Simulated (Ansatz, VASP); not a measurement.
**LiF: VASP beside Ansatz**

```xyz
4
Lattice="3.0619 0.0000 0.0000 -1.5310 2.6517 0.0000 0.0000 0.0000 5.1088" Properties=species:S:1:pos:R:3 pbc="T T T"
Li    0.0000    1.7678    1.7384
Li    1.5310    0.8839    4.2928
F     0.0000    1.7678    5.0778
F     1.5310    0.8839    2.5234
```

Alike in both runs: task single point; functional PBE; k mesh 9 × 9 × 6; occupations gaussian, width 0.05 eV; no spin polarisation.

```csv
,VASP,Ansatz
version,VASP 6.6.1,Ansatz 0.2.0
potentials or method,"VASP PAW PBE potentials, release 64 (Li_sv, F), cutoff 520 eV","scalar-relativistic, plane waves, PAW"
valence electrons in the cell,20,20
```

VASP gave:

| Quantity | Value |
| --- | --- |
| gap on the k mesh at the Fermi level (eV) | 7.55 |
| least direct gap on the mesh (eV) | 7.55 |
| rms of the force components (eV/Å) | 0.354 |

Q: Which values does Ansatz return?

A: gap on the k mesh at the Fermi level (eV): 7.56; least direct gap on the mesh (eV): 7.56; rms of the force components (eV/Å): 0.340.

Atom by atom the forces differ by 0.013 eV/Å (rms over components). With one functional, cell and mesh, what is left measures potentials, basis and numerics.

Noted on VASP's run: the cutoff is short for stress, so the pressure is rough.
